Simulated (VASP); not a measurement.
Input of a VASP 6.6.1 run:

The input INCAR:

```
SYSTEM = W
PREC = Accurate ; ENCUT = 500
EDIFF = 1E-6 ; ISMEAR = 0
SIGMA = 0.15 ; LREAL = .FALSE.
LASPH = .TRUE. ; NELM = 120
ALGO = Normal ; ISIF = 2
LWAVE = .FALSE. ; LCHARG = .FALSE.
GGA = PS ; NBANDS = 13
GGA_COMPAT = .FALSE.
```

File KPOINTS:

```
Automatic mesh
0
G
  22 22 22
  0 0 0
```

POSCAR

```
W
1.0
    0.0000000000      2.3935850473      1.5060437118
    2.3935850473      0.0000000000      1.5060437118
    2.3935850473      2.3935850473      0.0000000000
W
1
Direct
    0.0000000000      0.0000000000      0.0000000000
```

Potentials or basis: VASP PAW PBE potentials, release 64 (W_sv).

The run is started by

```console
$ cat potpaw_PBE.64/W_sv/POTCAR > POTCAR
$ mpirun -np 1 vasp_std > vasp.out
```

What does it give for the pressure?

-23.0 GPa.

What does it give for the band gap on the k mesh?

Zero (bands 7 and 8 overlap by 5.70 eV).

Stress tensor (GPa, compression positive):
```
-32.84   0.00   0.00
  0.00 -32.84   0.00
  0.00   0.00  -3.28
```

Caveat: the cell stands under tension; the PAW data sets were made with another functional, which shifts forces and pressure a little; spin-orbit coupling is left out, which moves the levels of the heavy elements.
